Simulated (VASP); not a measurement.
Here is a VASP 6.6.1 calculation.

The input INCAR:

```
SYSTEM = Hf2Sb3
  PREC = Accurate
  ENCUT = 520
  EDIFF = 1E-7
  ISMEAR = 0
  SIGMA = 0.1
  LREAL = .False.
  LASPH = .True.
  NELM = 80
  ALGO = Normal
  ISIF = 2
  LWAVE = .False.
  LCHARG = .False.
  GGA = PE
  NBANDS = 26
```

KPOINTS

```
regular mesh
0
Gamma
  8 8 8
  0 0 0
```

Contents of POSCAR:

```
Hf2Sb3
1.0
    5.4160894176      0.0000000000      0.0000000000
    0.0000000000      5.4160894176      0.0000000000
    0.0000000000      0.0000000000      5.4160894176
Hf Sb
2 3
Direct
    0.5000000000      0.5000000000      0.5000000000
    0.0000000000      0.0000000000      0.0000000000
    0.5000000000      0.0000000000      0.0000000000
    0.0000000000      0.5000000000      0.0000000000
    0.0000000000      0.0000000000      0.5000000000
```

Potentials or basis: VASP PAW PBE potentials, release 64 (Hf_pv, Sb).

Run with:

```console
$ cat potpaw_PBE.64/Hf_pv/POTCAR potpaw_PBE.64/Sb/POTCAR > POTCAR
$ mpirun -np 1 vasp_std > vasp.out
```

Q: Estimate the pressure.

A: -0.1 GPa.
